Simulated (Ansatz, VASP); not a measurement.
SiO2 in VASP and in Ansatz

```xyz
24
Lattice="7.0138 0.0000 0.0000 0.0000 7.0138 0.0000 0.0000 0.0000 7.0138" Properties=species:S:1:pos:R:3 pbc="T T T"
Si    2.0335    2.0335    2.0335
Si    1.4734    4.9803    5.5405
Si    5.5405    1.4734    4.9803
Si    4.9803    5.5405    1.4734
Si    7.1873    7.1873    7.1873
Si    3.3335   -0.1735    3.6804
Si    3.6804    3.3335   -0.1735
Si   -0.1735    3.6804    3.3335
O     1.1019    1.1019    1.1019
O     2.4051    5.9120    4.6088
O     4.6088    2.4051    5.9120
O     5.9120    4.6088    2.4051
O     4.4782    4.7088    0.1709
O     6.0425    2.3050    3.6779
O     0.9713    5.8120    6.8429
O     2.5356    1.2019    3.3360
O     0.1709    4.4782    4.7088
O     3.6779    6.0425    2.3050
O     6.8429    0.9713    5.8120
O     3.3360    2.5356    1.2019
O     4.7088    0.1709    4.4782
O     2.3050    3.6779    6.0425
O     5.8120    6.8429    0.9713
O     1.2019    3.3360    2.5356
```

Change from the starting cell: volume scaled by 0.94, ions relaxed.

Alike in both runs: functional PBE; k mesh 4 × 4 × 4; occupations fermi-dirac, width 0.02 eV; no spin polarisation.

Ansatz relaxed the structure, and its values are those at the end. VASP's run is a single point on that final structure, the one shown.

```csv
,VASP,Ansatz
version,VASP 6.6.1,Ansatz 0.2.0
potentials or method,"VASP PAW PBE potentials, release 64 (Si, O)","plane-wave PAW, scalar-relativistic"
plane-wave cutoff (eV),520,420
valence electrons in the cell,128,128
```

Ansatz gave:

| Quantity | Value |
| --- | --- |
| gap on the k mesh at the Fermi level (eV) | 5.82 |
| pressure (GPa) | 1.8 |
| rms of the force components (eV/Å) | 0.001 |

Q: What did VASP give for the same quantities?

A: gap on the k mesh at the Fermi level (eV): 5.81; pressure (GPa): 1.9; rms of the force components (eV/Å): 0.011.

The functional is the same, so the differences come from potentials, cutoffs and numerics. Ansatz's warnings: stress scf threshold loose.
